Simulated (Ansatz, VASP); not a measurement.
**W: VASP beside Ansatz**

```
W
1.0
     3.18342    0.00000    0.00000
     0.00000    3.18342    0.00000
     0.00000    0.00000   23.95850
W
6
Direct
  0.25000 0.25000 0.33391
  0.75000 0.75000 0.40035
  0.25000 0.25000 0.46678
  0.75000 0.75000 0.53322
  0.25000 0.25000 0.59965
  0.75000 0.75000 0.66609
```

Alike in both runs: task single point; functional PBE; k mesh 11 × 11 × 1; occupations fermi-dirac, width 0.08 eV; no spin polarisation.

|  | VASP | Ansatz |
| --- | --- | --- |
| version | VASP 6.6.1 | Ansatz 0.2.0 |
| potentials or method | VASP PAW PBE potentials, release 64 (W_sv), cutoff 520 eV | all-electron LAPW, scalar-relativistic |

VASP gave:

| Property | Result |
| --- | --- |
| rms of the force components (eV/Å) | 0.813 |

Problem. Which values does Ansatz return?

Solution. rms of the force components (eV/Å): 0.814.

Atom by atom the forces differ by 0.008 eV/Å (rms over components). Ansatz ran all-electron here, and VASP with PAW potentials.

Neither program's run includes spin-orbit coupling.
